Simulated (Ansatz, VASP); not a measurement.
## KCl: VASP beside Ansatz

```
K Cl
1.0
     0.00000    3.14485    3.14485
     3.14485    0.00000    3.14485
     3.14485    3.14485    0.00000
K Cl
1 1
Direct
  0.00000 0.00000 0.00000
  0.50000 0.50000 0.50000
```

Alike in both runs: task single point; functional HSE06; k mesh 4 × 4 × 4; no spin polarisation.

```csv
,VASP,Ansatz
version,VASP 6.6.1,Ansatz 0.2.0
potentials or method,"VASP PAW PBE potentials, release 64 (K_sv, Cl)","plane waves, PAW"
plane-wave cutoff (eV),520,420
occupations,"gaussian, width 0.01 eV",fixed
valence electrons in the cell,16,16
```

|  | VASP | Ansatz | Ansatz less VASP |
| --- | --- | --- | --- |
| gap on the k mesh at the Fermi level (eV) | 6.50 | 6.51 | +0.004 |
| pressure (GPa) | 0.5 | 0.5 | -0.03 |

Ansatz's warnings: stress exchange threshold loose, stress scf threshold loose.

The k mesh is coarse, so the values compare programs but aren't converged.
